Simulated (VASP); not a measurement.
# P (Cmce) in VASP: a series of runs, part 2 of 2

VASP 6.6.1. The steps go on from the part before.

### 3 Single point, PBE+D3(BJ) (biaxial strain in the a-b plane: +2.0 %)

INCAR

```
  PREC = Accurate
  ENCUT = 520
  EDIFF = 1E-7
  ISMEAR = 0
  SIGMA = 0.1
  LREAL = False
  LASPH = True
  NELM = 100
  ALGO = Normal
  ISIF = 2
  LWAVE = False
  LCHARG = True
  GGA = PE
  IVDW = 12
  LELF = True
  LVHAR = True
  NBANDS = 30
```

KPOINTS

```
regular mesh
0
Gamma
  10 4 8
```

POSCAR

```
P
1.0
    3.3889747593      0.0000000000      0.0000000000
    0.0000000000     10.3953511178      0.0000000000
    0.0000000000      0.0000000000      4.1168598660
P
8
Direct
    0.0000000000      0.8936196575      0.9280971986
    0.5000000000      0.8936196575      0.5719028014
    0.5000000000      0.6063803425      0.0719028014
    0.0000000000      0.6063803425      0.4280971986
    0.5000000000      0.3936196575      0.9280971986
    0.0000000000      0.3936196575      0.5719028014
    0.0000000000      0.1063803425      0.0719028014
    0.5000000000      0.1063803425      0.4280971986
```

Potentials or basis: VASP PAW PBE potentials, release 64 (P).

Started as:

```
cat potpaw_PBE.64/P/POTCAR > POTCAR
mpirun -np 1 vasp_std > vasp.out
```

OUTCAR:

```text
PREC = Accurate
   ENCUT = 520
   EDIFF = 1E-7
   ISMEAR = 0
   LREAL = False
   LASPH = True
   NELM = 100
   ISIF = 2
   GGA = PE
   IVDW = 12
 IVDW          = 12

 ion  position               nearest neighbor table
   1  0.000  0.894  0.928-   2 2.24   2 2.24   7 2.29
   2  0.500  0.894  0.572-   1 2.24   1 2.24   8 2.29
   3  0.500  0.606  0.072-   4 2.24   4 2.24   5 2.29
   4  0.000  0.606  0.428-   3 2.24   3 2.24   6 2.29
   5  0.500  0.394  0.928-   6 2.24   6 2.24   3 2.29
   6  0.000  0.394  0.572-   5 2.24   5 2.24   4 2.29
   7  0.000  0.106  0.072-   8 2.24   8 2.24   1 2.29
   8  0.500  0.106  0.428-   7 2.24   7 2.24   2 2.29

  LATTYP: Found a simple orthorhombic cell.
 ALAT       =     3.3889747593
 B/A-ratio  =     1.2147803269
 C/A-ratio  =     3.0674029334

  Lattice vectors:

 A1 = (  -3.3889747593,   0.0000000000,   0.0000000000)
 A2 = (   0.0000000000,   0.0000000000,   4.1168598660)
 A3 = (   0.0000000000,  10.3953511178,   0.0000000000)

Analysis of symmetry for initial positions (statically):
=====================================================================
 Subroutine PRICEL returns following result:

  LATTYP: Found a base centered orthorhombic cell.
 ALAT       =     3.3889747593
 B/A-ratio  =     3.0674029334
 C/A-ratio  =     1.2147803269

  Lattice vectors:

 A1 = (  -1.6944873796,   5.1976755589,   0.0000000000)
 A2 = (  -1.6944873796,  -5.1976755589,   0.0000000000)
 A3 = (   0.0000000000,   0.0000000000,   4.1168598660)

   2 primitive cells build up your supercell.

 Routine SETGRP: Setting up the symmetry group for a
 simple orthorhombic supercell.

 Subroutine GETGRP returns: Found  8 space group operations
 (whereof  4 operations were pure point group operations)
 out of a pool of  8 trial point group operations.

The static configuration has the point symmetry C_2h.
 The point group associated with its full space group is D_2h.

Analysis of symmetry for dynamics (positions and initial velocities):
=====================================================================
 Subroutine PRICEL returns following result:

  LATTYP: Found a base centered orthorhombic cell.
 ALAT       =     3.3889747593
 B/A-ratio  =     3.0674029334
 C/A-ratio  =     1.2147803269

  Lattice vectors:

 A1 = (  -1.6944873796,   5.1976755589,   0.0000000000)
 A2 = (  -1.6944873796,  -5.1976755589,   0.0000000000)
 A3 = (   0.0000000000,   0.0000000000,   4.1168598660)

   2 primitive cells build up your supercell.

 Routine SETGRP: Setting up the symmetry group for a
 simple orthorhombic supercell.

 Subroutine GETGRP returns: Found  8 space group operations
 (whereof  4 operations were pure point group operations)
 out of a pool of  8 trial point group operations.

The dynamic configuration has the point symmetry C_2h.
 The point group associated with its full space group is D_2h.

[... 53 lines left out ...]
 ===========================================

 Found     90 irreducible k-points:

 Following reciprocal coordinates:
            Coordinates               Weight
  0.000000  0.000000  0.000000      1.000000
  0.100000  0.000000  0.000000      2.000000
  0.200000  0.000000  0.000000      2.000000
  0.300000  0.000000  0.000000      2.000000
  0.400000  0.000000  0.000000      2.000000
  0.500000  0.000000  0.000000      1.000000
[... 16 lines left out ...]
  0.400000  0.000000  0.125000      4.000000
  0.500000  0.000000  0.125000      2.000000
 [... further k-points ...]
   k-points           NKPTS =     90   k-points in BZ     NKDIM =     90   number of bands    NBANDS=     30
   number of dos      NEDOS =    301   number of ions     NIONS =      8
   total plane-waves  NPLWV =  71680
   dimension x,y,z NGX =    28 NGY =   80 NGZ =   32
   dimension x,y,z NGXF=    56 NGYF=  160 NGZF=   64
   ions per type =               8
   NGX,Y,Z   is equivalent  to a cutoff of  13.74, 12.79, 12.92 a.u.
   NGXF,Y,Z  is equivalent  to a cutoff of  27.47, 25.59, 25.84 a.u.
 SYSTEM =  unknown system
   PREC   = accura    normal or accurate (medium, high low for compatibility)
   ISTART =      0    job   : 0-new  1-cont  2-samecut
   ICHARG =      2    charge: 1-file 2-atom 10-const
   ISPIN  =      1    spin polarized calculation?
   LNONCOLLINEAR =      F non collinear calculations
   LSORBIT =      F    spin-orbit coupling
   LASPH  =      T    aspherical Exc in radial PAW
   ENCUT  =  520.0 eV  38.22 Ry    6.18 a.u.   6.30 19.33  7.65*2*pi/ulx,y,z
   NELM   =    100;   NELMIN=  2; NELMDL= -5     # of ELM steps
   EDIFF  = 0.1E-06   stopping-criterion for ELM
   LREAL  =      F    real-space projection
   EDIFFG = 0.1E-05   stopping-criterion for IOM
   NSW    =      0    number of steps for IOM
   IBRION =     -1    ionic relax: 0-MD 1-quasi-New 2-CG
   NFREE  =      0    steps in history (QN), initial steepest desc. (CG)
   ISIF   =      2    stress and relaxation
   ISYM   =      2    0-nonsym 1-usesym 2-fastsym
   POTIM  = 0.5000    time-step for ionic-motion
   TEBEG  =    0.0;   TEEND  =   0.0 temperature during run
   PSTRESS=    0.0 pullay stress
   NELECT =      40.0000    total number of electrons
   NUPDOWN=      -1.0000    fix difference up-down
   EMIN   =  10.00;   EMAX   =-10.00  energy-range for DOS
   EFERMI =   0.00;   METHOD = LEGACY
   ISMEAR =     0;   SIGMA  =   0.10  broadening in eV -4-tet -1-fermi 0-gaus
   EFERMI_NEDOS =   21; number of points for ismear=-14 and -15
   IALGO  =     38    algorithm
   IMIX   =      4    mixing-type and parameters
     AMIX     =   0.40;   BMIX     =  1.00
     AMIX_MAG =   1.60;   BMIX_MAG =  1.00
  volume/ion in A,a.u.               =      18.13       122.34
  Fermi-wavevector in a.u.,A,eV,Ry     =   1.065623  2.013736 15.450132  1.135553
  Thomas-Fermi vector in A             =   2.201181
   LORBIT       =      0    0 simple, 1 ext, 2 COOP (PROOUT), +10 PAW based schemes
   GGA     = PE    functional components
   LHFCALC =     F    Hartree Fock is set to
   AEXX    =    0.0000 exact exchange contribution
   IVDW    =    12    specifies the selected vdW correction
   LEPSILON=     F    determine dielectric tensor
   LRPA    =     F    only Hartree local field effects (RPA)
 non-spin polarized calculation
 Gauss-broadening in eV      SIGMA  =   0.10
  energy-cutoff  :      520.00
  volume of cell :      145.04
 maximum number of plane-waves:      3932
 NGX is ok and might be reduce to    28
   NGX = 13   NGY = 39   NGZ = 15

 number of electron      40.0000005 magnetization

 Free energy of the ion-electron system (eV)
  ---------------------------------------------------
  ext. energy  EPLUGINS =         0.00000000
  ---------------------------------------------------
  free energy    TOTEN  =       -42.76639123 eV

  energy without entropy =      -42.76493364  energy(sigma->0) =      -42.76566243

 E-fermi :   7.1388     XC(G=0): -10.1440

 val. band max:        7.0794163526   @ k =   0.1000   0.2500   0.0000
 cond. band min:       7.2124255463   @ k =   0.1000   0.0000   0.0000
 fundamental gap:      0.1330091936
 Fermi energy:         7.1388002139

 k-point     1 :       0.0000    0.0000    0.0000
  band No.  band energies     occupation
      1      -8.6759      2.00000
      2      -8.3439      2.00000
      3      -6.3307      2.00000
      4      -5.5066      2.00000
      5      -1.7488      2.00000
      6      -1.5993      2.00000
[... 781 lines left out ...]
     29      10.1088      0.00000
     30      10.1088      0.00000

 [... further k-points ...]

------------------------ aborting loop because EDIFF is reached ----------------------------------------

 Edisp (eV)   -3.09804

 E8    (eV) :    -1.1743

  FORCE on cell =-STRESS in cart. coord.  units (eV):
  Direction    XX          YY          ZZ          XY          YZ          ZX
  --------------------------------------------------------------------------------------
  -------------------------------------------------------------------------------------
  Total      -3.29184    -3.97461    -0.57434     0.00000     0.00000     0.00000
  in kB     -36.36433   -43.90674    -6.34464     0.00000     0.00000     0.00000
  external pressure =      -28.87 kB  Pullay stress =        0.00 kB

 VOLUME and BASIS-vectors are now :
 -----------------------------------------------------------------------------
  energy-cutoff  :      520.00
  volume of cell :      145.04
      direct lattice vectors                 reciprocal lattice vectors
     3.388974759  0.000000000  0.000000000     0.295074490  0.000000000  0.000000000
     0.000000000 10.395351118  0.000000000     0.000000000  0.096196847  0.000000000
     0.000000000  0.000000000  4.116859866     0.000000000  0.000000000  0.242903580

 POSITION                                       TOTAL-FORCE (eV/Angst)
 -----------------------------------------------------------------------------------
      0.00000      9.28949      3.82085        -0.000000      0.328253      0.070474
      1.69449      9.28949      2.35444         0.000000      0.328253     -0.070474
      1.69449      6.30354      0.29601         0.000000     -0.328253     -0.070474
      0.00000      6.30354      1.76242         0.000000     -0.328253      0.070474
      1.69449      4.09181      3.82085         0.000000      0.328253      0.070474
      0.00000      4.09181      2.35444         0.000000      0.328253     -0.070474
      0.00000      1.10586      0.29601         0.000000     -0.328253     -0.070474
      1.69449      1.10586      1.76242         0.000000     -0.328253      0.070474
 -----------------------------------------------------------------------------------
    total drift:                               -0.000000      0.000000     -0.000000

  FREE ENERGIE OF THE ION-ELECTRON SYSTEM (eV)
  ---------------------------------------------------
  free  energy   TOTEN  =       -45.8644293574 eV

  energy  without entropy=      -45.8629717672  energy(sigma->0) =      -45.86370056
```

It took 6.1 min on 1 thread of Intel Xeon Platinum 8375C at 2.90GHz (Ice Lake), shared host; peak memory 0.42 GiB.

Results:

```yaml
Free_energy: -45.8644 eV
Pressure: -2.9 GPa
Largest_force: 0.336 eV/Å
Band_gap_on_the_k_mesh: zero (bands 20 and 21 overlap by 0.26 eV)
Dispersion_energy_per_atom: -0.387 eV
```

Forces in eV/Å, atoms in the order of the input:
```
P    0.000  0.328  0.070
P    0.000  0.328 -0.070
P    0.000 -0.328 -0.070
P    0.000 -0.328  0.070
P    0.000  0.328  0.070
P    0.000  0.328 -0.070
P    0.000 -0.328 -0.070
P    0.000 -0.328  0.070
```

Caveat: the cell differs from its parent crystal (biaxial strain in the a-b plane: +2.0 %).

### 4 Single point, PBE+D3(BJ) (biaxial strain in the a-b plane: +4.0 %, then relaxed in part)

INCAR

```
SYSTEM = P
PREC = Accurate
ENCUT = 520
EDIFF = 1E-6
ISMEAR = 0
SIGMA = 0.1
LREAL = .False.
LASPH = .True.
NELM = 100
ALGO = Normal
ISIF = 2
LWAVE = .False.
LCHARG = .False.
GGA = PE
IVDW = 12
NBANDS = 30
```

KPOINTS

```
regular mesh
0
Gamma
  10 4 8
  0 0 0
```

POSCAR

```
P
1.0
    3.4554252447      0.0000000000      0.0000000000
    0.0000000000     10.5991815319      0.0000000000
    0.0000000000      0.0000000000      3.9983895121
P
8
Direct
    0.0000000000      0.8969480532      0.9328109604
    0.5000000000      0.8969480532      0.5671890396
    0.5000000000      0.6030519468      0.0671890396
    0.0000000000      0.6030519468      0.4328109604
    0.5000000000      0.3969480532      0.9328109604
    0.0000000000      0.3969480532      0.5671890396
    0.0000000000      0.1030519468      0.0671890396
    0.5000000000      0.1030519468      0.4328109604
```

Started as:

```
cat potpaw_PBE.64/P/POTCAR > POTCAR
mpirun -np 1 vasp_std > vasp.out
```

Run time: 5.4 min. Hardware: 1 thread of Intel Xeon Platinum 8375C at 2.90GHz (Ice Lake), shared host; peak memory 0.41 GiB.

Results (log left out):

| Quantity | Value |
| --- | --- |
| Free energy | -45.7851 eV |
| Pressure | -2.8 GPa |
| Largest force | 0.057 eV/Å |
| Band gap on the k mesh | zero (bands 20 and 21 overlap by 0.19 eV) |
| Dispersion energy per atom | -0.384 eV |

Forces in eV/Å, atoms in the order of the input:
```
P    0.000  0.044 -0.036
P    0.000  0.044  0.036
P    0.000 -0.044  0.036
P    0.000 -0.044 -0.036
P    0.000  0.044 -0.036
P    0.000  0.044  0.036
P    0.000 -0.044  0.036
P    0.000 -0.044 -0.036
```

Stress tensor (GPa, compression positive):
```
-5.17  0.00  0.00
 0.00 -3.16  0.00
 0.00  0.00 -0.21
```

Levels at points of the mesh, in eV from the Fermi level:
```csv
k point,band 17,band 18,band 19,band 20,band 21,band 22,band 23,band 24
"(0.00, 0.00, 0.00)",-2.54,-1.97,-0.86,-0.52,0.16,0.51,0.88,1.53
"(0.50, 0.00, 0.00)",-2.70,-2.70,-1.98,-1.98,0.95,0.95,1.07,1.07
"(0.00, 0.50, 0.00)",-2.65,-2.65,-0.29,-0.29,0.54,0.54,1.03,1.03
"(0.50, 0.50, 0.00)",-2.46,-2.46,-2.46,-2.46,1.00,1.00,1.00,1.00
"(0.00, 0.00, 0.50)",-1.25,-1.25,-0.95,-0.95,1.15,1.15,1.18,1.18
"(0.50, 0.00, 0.50)",-2.48,-2.48,-2.48,-2.48,2.31,2.31,2.31,2.31
"(0.00, 0.50, 0.50)",-1.08,-1.08,-1.08,-1.08,1.33,1.33,1.33,1.33
"(0.50, 0.50, 0.50)",-2.22,-2.22,-2.22,-2.22,1.70,1.70,1.70,1.70
```

Caveat: the cell differs from its parent crystal (biaxial strain in the a-b plane: +4.0 %, then relaxed in part).

### 5 Single point, PBE+D3(BJ) (biaxial strain in the a-b plane: +4.0 %)

INCAR

```
SYSTEM = P
ALGO     = Normal         ! electronic algorithm
EDIFF    = 1E-7           ! SCF threshold, eV
ENCUT    = 520            ! plane-wave cutoff, eV
GGA      = PE             ! functional
ISIF     = 2              ! what is computed and relaxed
ISMEAR   = 0              ! smearing method
IVDW     = 12             ! dispersion correction
LASPH    = .TRUE.         ! aspherical terms in the spheres
LCHARG   = .FALSE.        ! write CHGCAR
LREAL    = .FALSE.        ! projectors in reciprocal space
LWAVE    = .FALSE.        ! write WAVECAR
NBANDS   = 30             ! bands
NELM     = 100            ! most SCF steps
PREC     = Accurate       ! precision mode
SIGMA    = 0.1            ! smearing width, eV
```

KPOINTS

```
k-points
0
G
  10 4 8
  0 0 0
```

POSCAR

```
P
1.0
    3.4554252447      0.0000000000      0.0000000000
    0.0000000000     10.5991815319      0.0000000000
    0.0000000000      0.0000000000      4.0668575195
P
8
Direct
    0.0000000000      0.8952637243      0.9303120951
    0.5000000000      0.8952637243      0.5696879049
    0.5000000000      0.6047362757      0.0696879049
    0.0000000000      0.6047362757      0.4303120951
    0.5000000000      0.3952637243      0.9303120951
    0.0000000000      0.3952637243      0.5696879049
    0.0000000000      0.1047362757      0.0696879049
    0.5000000000      0.1047362757      0.4303120951
```

Started as:

```
cat potpaw_PBE.64/P/POTCAR > POTCAR
mpirun -np 1 vasp_std > vasp.out
```

Wall time 5.8 min (1 thread of Intel Xeon Platinum 8375C at 2.90GHz (Ice Lake), shared host); peak memory 0.42 GiB.

It converged, with:

| Property | Result |
| --- | --- |
| Free energy | -45.7446 eV |
| Pressure | -4.6 GPa |
| Largest force | 0.358 eV/Å |
| Band gap on the k mesh | zero (bands 20 and 21 overlap by 0.20 eV) |
| Dispersion energy per atom | -0.377 eV |

Forces in eV/Å, atoms in the order of the input:
```
P    0.000  0.358 -0.017
P    0.000  0.358  0.017
P    0.000 -0.358  0.017
P    0.000 -0.358 -0.017
P    0.000  0.358 -0.017
P    0.000  0.358  0.017
P    0.000 -0.358  0.017
P    0.000 -0.358 -0.017
```

Stress tensor (GPa, compression positive):
```
-6.40  0.00  0.00
 0.00 -5.79  0.00
 0.00  0.00 -1.49
```

Levels at points of the mesh, in eV from the Fermi level:
```
           k point  band 17  band 18  band 19  band 20  band 21  band 22  band 23  band 24
(0.00, 0.00, 0.00)    -2.53    -1.90    -0.93    -0.54     0.18     0.59     0.95     1.31
(0.50, 0.00, 0.00)    -2.71    -2.71    -1.99    -1.99     0.89     0.89     1.12     1.12
(0.00, 0.50, 0.00)    -2.67    -2.67    -0.33    -0.33     0.61     0.61     0.95     0.95
(0.50, 0.50, 0.00)    -2.48    -2.48    -2.48    -2.48     1.00     1.00     1.00     1.00
(0.00, 0.00, 0.50)    -1.26    -1.26    -0.86    -0.86     1.10     1.10     1.12     1.12
(0.50, 0.00, 0.50)    -2.44    -2.44    -2.44    -2.44     2.21     2.21     2.21     2.21
(0.00, 0.50, 0.50)    -1.01    -1.01    -1.01    -1.01     1.26     1.26     1.26     1.26
(0.50, 0.50, 0.50)    -2.17    -2.17    -2.17    -2.17     1.60     1.60     1.60     1.60
```

Caveat: the cell differs from its parent crystal (biaxial strain in the a-b plane: +4.0 %); the cell stands under tension.

### 6 Single point, PBE+D3(BJ) (biaxial strain in the a-b plane: +6.0 %, then relaxed in part)

INCAR

```
  PREC = Accurate
  ENCUT = 520
  EDIFF = 1E-7
  ISMEAR = 0
  SIGMA = 0.1
  LREAL = False
  LASPH = True
  NELM = 80
  ALGO = Normal
  ISIF = 2
  LWAVE = False
  LCHARG = False
  GGA = PE
  IVDW = 12
  NBANDS = 30
```

KPOINTS

```
Automatic mesh
0
Gamma
  10 4 8
```

POSCAR

```
P
1.0
    3.5218757302      0.0000000000      0.0000000000
    0.0000000000     10.8030119460      0.0000000000
    0.0000000000      0.0000000000      3.9292996496
P
8
Direct
    0.0000000000      0.8987457873      0.9348696723
    0.5000000000      0.8987457873      0.5651303277
    0.5000000000      0.6012542127      0.0651303277
    0.0000000000      0.6012542127      0.4348696723
    0.5000000000      0.3987457873      0.9348696723
    0.0000000000      0.3987457873      0.5651303277
    0.0000000000      0.1012542127      0.0651303277
    0.5000000000      0.1012542127      0.4348696723
```

Potentials or basis: VASP PAW PBE potentials, release 64 (P).

Started as:

```
cat potpaw_PBE.64/P/POTCAR > POTCAR
mpirun -np 1 vasp_std > vasp.out
```

It took 5.4 min on 1 thread of Intel Xeon Platinum 8375C at 2.90GHz (Ice Lake), shared host; peak memory 0.42 GiB.

It converged, with:

```
Free energy                : -45.6220 eV
Pressure                   : -3.7 GPa
Largest force              : 0.054 eV/Å
Band gap on the k mesh     : zero (bands 20 and 21 overlap by 0.15 eV)
Dispersion energy per atom : -0.376 eV
```

Forces on the atoms (eV/Å):
```
P    0.000  0.044 -0.031
P    0.000  0.044  0.031
P    0.000 -0.044  0.031
P    0.000 -0.044 -0.031
P    0.000  0.044 -0.031
P    0.000  0.044  0.031
P    0.000 -0.044  0.031
P    0.000 -0.044 -0.031
```

Stress tensor (GPa, compression positive):
```
-7.12  0.00  0.00
 0.00 -3.91  0.00
 0.00  0.00 -0.18
```

Levels at points of the mesh, in eV from the Fermi level:
```tsv
k point	band 16	band 17	band 18	band 19	band 20	band 21	band 22	band 23	band 24	band 25
(0.00, 0.00, 0.00)	-2.62	-2.32	-1.89	-0.58	-0.47	0.11	0.55	0.81	1.73	1.79
(0.50, 0.00, 0.00)	-2.77	-2.48	-2.48	-1.86	-1.86	1.19	1.19	1.24	1.24	1.50
(0.00, 0.50, 0.00)	-2.79	-2.41	-2.41	-0.17	-0.17	0.52	0.52	1.05	1.05	1.92
(0.50, 0.50, 0.00)	-2.76	-2.28	-2.28	-2.28	-2.28	1.17	1.17	1.17	1.17	1.63
(0.00, 0.00, 0.50)	-2.66	-1.26	-1.26	-1.02	-1.02	1.15	1.15	1.19	1.19	1.60
(0.50, 0.00, 0.50)	-5.19	-2.40	-2.40	-2.40	-2.40	2.38	2.38	2.38	2.38	4.69
(0.00, 0.50, 0.50)	-3.42	-1.13	-1.13	-1.13	-1.13	1.30	1.30	1.30	1.30	1.78
(0.50, 0.50, 0.50)	-5.40	-2.20	-2.20	-2.20	-2.20	1.84	1.84	1.84	1.84	5.67
```

Caveat: the cell differs from its parent crystal (biaxial strain in the a-b plane: +6.0 %, then relaxed in part); the stress differs along the axes, from -7 to -0 GPa.

### 7 Summary

| cell | gap on the mesh (eV) | pressure (GPa) | largest force (eV/Å) |
| --- | --- | --- | --- |
| a = 3.455, b = 10.084, c = 3.966 Å, 8 atoms, atomic positions A | none | -1.6 | 0.06 |
| a = 3.389, b = 10.395, c = 4.117 Å, 8 atoms, atomic positions B | none | -2.9 | 0.34 |
| a = 3.455, b = 10.599, c = 3.998 Å, 8 atoms, atomic positions C | none | -2.8 | 0.06 |
| a = 3.455, b = 10.599, c = 4.067 Å, 8 atoms, atomic positions D | none | -4.6 | 0.36 |
| a = 3.522, b = 10.803, c = 3.929 Å, 8 atoms, atomic positions E | none | -3.7 | 0.05 |

Alike in all rows: task single point; level PBE+D3(BJ); potentials or basis VASP PAW PBE potentials, release 64 (P); no spin polarisation; k mesh 10 × 4 × 8; cutoff (eV) 520; smearing gaussian 0.1 eV.

Caveats: the cell stands under tension (at least some runs); the stress differs along the axes, from -7 to -0 GPa (at least some runs).

Total energies depend on the potentials used, so only differences within one code and one set of settings carry meaning.

The gap in the log of VASP goes by the Fermi energy; the results here count the filled bands.